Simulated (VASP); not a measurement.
# ZnS (Cmcm) in VASP: further runs

The runs below take ZnS through single point, relaxation of cell and atoms, with PBE.

Program: VASP 6.6.1. These are calculated values, not measurements. Logs are shortened: lines on timing, memory, paths and dates and some standing lists are left out, and cuts for length are marked.

## (1) The cell of the first run

The structure is orthorhombic, space group Cmcm (No. 63). The conventional cell has a = 3.512 Å, b = 13.765 Å, c = 3.527 Å, α = 90.00°, β = 90.00°, γ = 90.00°. Zn (site symmetry m2m) has 5 S at 2.42 to 2.52 Å and 4 Zn at 3.19 Å within 3.2 Å. S (site symmetry m2m) has 5 Zn at 2.42 to 2.52 Å within 3.2 Å.

## (2) Single point, PBE

Input file INCAR:

```
ALGO = Normal
EDIFF = 1E-6
ENCUT = 520
GGA = PE
ISIF = 2
ISMEAR = 0
LASPH = T
LCHARG = F
LREAL = F
LWAVE = F
NBANDS = 26
NELM = 100
PREC = Accurate
SIGMA = 0.1
```

Input file KPOINTS:

```
k-points
0
Gamma
  4 4 4
```

Input file POSCAR:

```
ZnS
1.0
    1.7558970539     -6.8826803709      0.0000000000
    1.7558970539      6.8826803709      0.0000000000
    0.0000000000      0.0000000000      3.5273720117
Zn S
2 2
Direct
    0.8225658907      0.1774341093      0.7500000000
    0.1774341093      0.8225658907      0.2500000000
    0.6471108144      0.3528891856      0.7500000000
    0.3528891856      0.6471108144      0.2500000000
```

Potentials or basis: VASP PAW PBE potentials, release 64 (Zn, S).

The run is started by

```sh
$ cat potpaw_PBE.64/Zn/POTCAR potpaw_PBE.64/S/POTCAR > POTCAR
$ mpirun -np 1 vasp_std > vasp.out
```

OUTCAR:

```text
EDIFF = 1E-6
   ENCUT = 520
   GGA = PE
   ISIF = 2
   ISMEAR = 0
   LASPH = T
   LREAL = F
   NELM = 100
   PREC = Accurate

 ion  position               nearest neighbor table
   1  0.823  0.177  0.750-   3 2.42   4 2.52   4 2.52   4 2.52   4 2.52
   2  0.177  0.823  0.250-   4 2.42   3 2.52   3 2.52   3 2.52   3 2.52
   3  0.647  0.353  0.750-   1 2.42   2 2.52   2 2.52   2 2.52   2 2.52
   4  0.353  0.647  0.250-   2 2.42   1 2.52   1 2.52   1 2.52   1 2.52

  LATTYP: Found a base centered orthorhombic cell.
 ALAT       =     3.5117941078
 B/A-ratio  =     3.9197516481
 C/A-ratio  =     1.0044358819

  Lattice vectors:

 A1 = (   1.7558970539,  -6.8826803709,   0.0000000000)
 A2 = (   1.7558970539,   6.8826803709,   0.0000000000)
 A3 = (   0.0000000000,   0.0000000000,   3.5273720117)

Analysis of symmetry for initial positions (statically):
=====================================================================
 Subroutine PRICEL returns:
 Original cell was already a primitive cell.

 Routine SETGRP: Setting up the symmetry group for a
 base centered orthorhombic supercell.

 Subroutine GETGRP returns: Found  8 space group operations
 (whereof  4 operations were pure point group operations)
 out of a pool of  8 trial point group operations.

The static configuration has the point symmetry C_2h.
 The point group associated with its full space group is D_2h.

Analysis of symmetry for dynamics (positions and initial velocities):
=====================================================================
 Subroutine PRICEL returns:
 Original cell was already a primitive cell.

 Routine SETGRP: Setting up the symmetry group for a
 base centered orthorhombic supercell.

 Subroutine GETGRP returns: Found  8 space group operations
 (whereof  4 operations were pure point group operations)
 out of a pool of  8 trial point group operations.

The dynamic configuration has the point symmetry C_2h.
 The point group associated with its full space group is D_2h.

 Subroutine INISYM returns: Found  8 space group operations
 (whereof  4 operations are pure point group operations),
 and found     1 'primitive' translations

----------------------------------------------------------------------------------------

                                     Primitive cell

  volume of cell :      85.2585

  direct lattice vectors                    reciprocal lattice vectors
     1.755897054 -6.882680371  0.000000000     0.284754735 -0.072646116  0.000000000
     1.755897054  6.882680371  0.000000000     0.284754735  0.072646116  0.000000000
     0.000000000  0.000000000  3.527372012     0.000000000  0.000000000  0.283497175

  length of vectors
     7.103130546  7.103130546  3.527372012     0.293875343  0.293875343  0.283497175

  position of ions in fractional coordinates (direct lattice)
     0.822565891  0.177434109  0.750000000
     0.177434109  0.822565891  0.250000000
     0.647110814  0.352889186  0.750000000
     0.352889186  0.647110814  0.250000000

  ion indices of the primitive-cell ions
   primitive index   ion index
                 1           1
                 2           2
                 3           3
                 4           4

----------------------------------------------------------------------------------------

 KPOINTS: k-points

Automatic generation of k-mesh.
 Grid dimensions read from file:
 generate k-points for:    4    4    4

 Generating k-lattice:

  Cartesian coordinates                     Fractional coordinates (reciprocal lattice)
     0.071188684 -0.018161529  0.000000000     0.250000000 -0.000000000  0.000000000
     0.071188684  0.018161529  0.000000000    -0.000000000  0.250000000  0.000000000
     0.000000000  0.000000000  0.070874294     0.000000000  0.000000000  0.250000000

  Length of vectors
     0.073468836  0.073468836  0.070874294

  Shift w.r.t. Gamma in fractional coordinates (k-lattice)
     0.000000000  0.000000000  0.000000000

 Subroutine IBZKPT returns following result:
 ===========================================

 Found     21 irreducible k-points:

 Following reciprocal coordinates:
            Coordinates               Weight
  0.000000  0.000000  0.000000      1.000000
  0.250000  0.000000  0.000000      4.000000
  0.500000  0.000000  0.000000      2.000000
  0.250000  0.250000  0.000000      2.000000
  0.500000  0.250000  0.000000      4.000000
 -0.250000  0.250000  0.000000      2.000000
[... 13 lines left out ...]
 -0.250000  0.250000  0.500000      2.000000
  0.500000  0.500000  0.500000      1.000000
   k-points           NKPTS =     21   k-points in BZ     NKDIM =     21   number of bands    NBANDS=     26
   number of dos      NEDOS =    301   number of ions     NIONS =      4
   total plane-waves  NPLWV =  81648
   dimension x,y,z NGX =    54 NGY =   54 NGZ =   28
   dimension x,y,z NGXF=   108 NGYF=  108 NGZF=   56
   ions per type =               2   2
   NGX,Y,Z   is equivalent  to a cutoff of  12.64, 12.64, 13.20 a.u.
   NGXF,Y,Z  is equivalent  to a cutoff of  25.28, 25.28, 26.39 a.u.
 SYSTEM =  unknown system
   PREC   = accura    normal or accurate (medium, high low for compatibility)
   ISTART =      0    job   : 0-new  1-cont  2-samecut
   ICHARG =      2    charge: 1-file 2-atom 10-const
   ISPIN  =      1    spin polarized calculation?
   LNONCOLLINEAR =      F non collinear calculations
   LSORBIT =      F    spin-orbit coupling
   LASPH  =      T    aspherical Exc in radial PAW
   ENCUT  =  520.0 eV  38.22 Ry    6.18 a.u.  13.21 13.21  6.56*2*pi/ulx,y,z
   NELM   =    100;   NELMIN=  2; NELMDL= -5     # of ELM steps
   EDIFF  = 0.1E-05   stopping-criterion for ELM
   LREAL  =      F    real-space projection
   EDIFFG = 0.1E-04   stopping-criterion for IOM
   NSW    =      0    number of steps for IOM
   IBRION =     -1    ionic relax: 0-MD 1-quasi-New 2-CG
   NFREE  =      0    steps in history (QN), initial steepest desc. (CG)
   ISIF   =      2    stress and relaxation
   ISYM   =      2    0-nonsym 1-usesym 2-fastsym
   POTIM  = 0.5000    time-step for ionic-motion
   TEBEG  =    0.0;   TEEND  =   0.0 temperature during run
   PSTRESS=    0.0 pullay stress
   NELECT =      36.0000    total number of electrons
   NUPDOWN=      -1.0000    fix difference up-down
   EMIN   =  10.00;   EMAX   =-10.00  energy-range for DOS
   EFERMI =   0.00;   METHOD = LEGACY
   ISMEAR =     0;   SIGMA  =   0.10  broadening in eV -4-tet -1-fermi 0-gaus
   EFERMI_NEDOS =   21; number of points for ismear=-14 and -15
   IALGO  =     38    algorithm
   IMIX   =      4    mixing-type and parameters
     AMIX     =   0.40;   BMIX     =  1.00
     AMIX_MAG =   1.60;   BMIX_MAG =  1.00
  volume/ion in A,a.u.               =      21.31       143.84
  Fermi-wavevector in a.u.,A,eV,Ry     =   1.228183  2.320929 20.523478  1.508433
  Thomas-Fermi vector in A             =   2.363118
   LORBIT       =      0    0 simple, 1 ext, 2 COOP (PROOUT), +10 PAW based schemes
   GGA     = PE    functional components
   LHFCALC =     F    Hartree Fock is set to
   AEXX    =    0.0000 exact exchange contribution
   IVDW    =     0    specifies the selected vdW correction
   LEPSILON=     F    determine dielectric tensor
   LRPA    =     F    only Hartree local field effects (RPA)
 non-spin polarized calculation
 Gauss-broadening in eV      SIGMA  =   0.10
  energy-cutoff  :      520.00
  volume of cell :       85.26
 maximum number of plane-waves:      2331
 NGX is ok and might be reduce to    54
   NGX = 27   NGY = 27   NGZ = 13

 number of electron      36.0000012 magnetization

 Free energy of the ion-electron system (eV)
  ---------------------------------------------------
  ext. energy  EPLUGINS =         0.00000000
  ---------------------------------------------------
  free energy    TOTEN  =       -12.17178432 eV

  energy without entropy =      -12.17178415  energy(sigma->0) =      -12.17178423

 E-fermi :   2.2522     XC(G=0):  -9.1250

 val. band max:        1.9139117193   @ k =   0.0000   0.0000   0.5000
 cond. band min:       2.5865740334   @ k =   0.2500   0.2500   0.5000
 fundamental gap:      0.6726623142
 Fermi energy:         2.2521701774

 k-point     1 :       0.0000    0.0000    0.0000
  band No.  band energies     occupation
      1     -11.6197      2.00000
      2     -10.6292      2.00000
      3      -4.7368      2.00000
      4      -4.5682      2.00000
      5      -4.5491      2.00000
      6      -4.5454      2.00000
[... 18 lines left out ...]
     25      10.3029      0.00000
     26      10.7684      0.00000

 k-point     2 :       0.2500    0.0000    0.0000
  band No.  band energies     occupation
      1     -11.1530      2.00000
      2     -10.3603      2.00000
      3      -4.8039      2.00000
      4      -4.7825      2.00000
      5      -4.7667      2.00000
      6      -4.6954      2.00000
[... 18 lines left out ...]
     25       9.8285      0.00000
     26      10.1241      0.00000

 k-point     3 :       0.5000    0.0000    0.0000
  band No.  band energies     occupation
      1     -10.3203      2.00000
      2     -10.2819      2.00000
      3      -5.2382      2.00000
      4      -5.2322      2.00000
      5      -4.8861      2.00000
      6      -4.8853      2.00000
[... 18 lines left out ...]
     25       8.2080      0.00000
     26       8.8316      0.00000

 k-point     4 :       0.2500    0.2500    0.0000
  band No.  band energies     occupation
      1     -10.3204      2.00000
      2     -10.2818      2.00000
      3      -5.2438      2.00000
      4      -5.2268      2.00000
      5      -4.8862      2.00000
      6      -4.8852      2.00000
[... 18 lines left out ...]
     25       8.2214      0.00000
     26       8.7967      0.00000
[... 409 lines left out ...]
      1     -10.1343      2.00000
      2     -10.1343      2.00000
      3      -4.8818      2.00000
      4      -4.8818      2.00000
      5      -4.7152      2.00000
      6      -4.7152      2.00000
[... 18 lines left out ...]
     25      10.9785      0.00000
     26      10.9785      0.00000

 k-point    20 :      -0.2500    0.2500    0.5000
  band No.  band energies     occupation
      1     -10.3167      2.00000
      2     -10.3167      2.00000
      3      -5.2369      2.00000
      4      -5.2369      2.00000
      5      -4.8770      2.00000
      6      -4.8770      2.00000
[... 18 lines left out ...]
     25       8.4026      0.00000
     26       8.4026      0.00000

 k-point    21 :       0.5000    0.5000    0.5000
  band No.  band energies     occupation
      1     -10.3147      2.00000
      2     -10.3147      2.00000
      3      -5.2455      2.00000
      4      -5.2455      2.00000
      5      -4.8767      2.00000
      6      -4.8767      2.00000
[... 18 lines left out ...]
     25       8.5775      0.00000
     26       8.5775      0.00000

------------------------ aborting loop because EDIFF is reached ----------------------------------------

  FORCE on cell =-STRESS in cart. coord.  units (eV):
  Direction    XX          YY          ZZ          XY          YZ          ZX
  --------------------------------------------------------------------------------------
  -------------------------------------------------------------------------------------
  Total        0.1699523      0.1654046     -0.0207836      0.0000000      0.0000000      0.0000000
  in kB        3.1937403      3.1082813     -0.3905653      0.0000000      0.0000000      0.0000000
  external PRESSURE =       1.9704854 kB  Pullay stress =       0.0000000 kB

 VOLUME and BASIS-vectors are now :
 -----------------------------------------------------------------------------
  energy-cutoff  :      520.00
  volume of cell :       85.26
      direct lattice vectors                 reciprocal lattice vectors
     1.755897054 -6.882680371  0.000000000     0.284754735 -0.072646116  0.000000000
     1.755897054  6.882680371  0.000000000     0.284754735  0.072646116  0.000000000
     0.000000000  0.000000000  3.527372012     0.000000000  0.000000000  0.283497175

 POSITION                                       TOTAL-FORCE (eV/Angst)
 -----------------------------------------------------------------------------------
      1.75590     -4.44024      2.64553         0.000000     -0.016935     -0.000000
      1.75590      4.44024      0.88184         0.000000      0.016935      0.000000
      1.75590     -2.02503      2.64553         0.000000      0.031138      0.000000
      1.75590      2.02503      0.88184         0.000000     -0.031138      0.000000
 -----------------------------------------------------------------------------------
    total drift:                               -0.000000     -0.000000     -0.000000

  FREE ENERGIE OF THE ION-ELECTRON SYSTEM (eV)
  ---------------------------------------------------
  free  energy   TOTEN  =       -12.1717843211 eV

  energy  without entropy=      -12.1717841469  energy(sigma->0) =      -12.17178423
```

Wall time 41 s (1 thread of Intel Xeon 6975P-C (Granite Rapids), shared host); peak memory 0.27 GiB.

What came out:

- Free energy: -12.1718 eV
- Pressure: 0.2 GPa
- Largest force: 0.031 eV/Å
- Band gap on the k mesh: 0.67 eV, indirect (least direct gap 2.14 eV)

Forces on the atoms (eV/Å):
```
Zn   0.000 -0.017  0.000
Zn   0.000  0.017  0.000
S    0.000  0.031  0.000
S    0.000 -0.031  0.000
```

Caveat: the k points lie up to 0.46 Å⁻¹ apart.

[end of part 1 of 2]
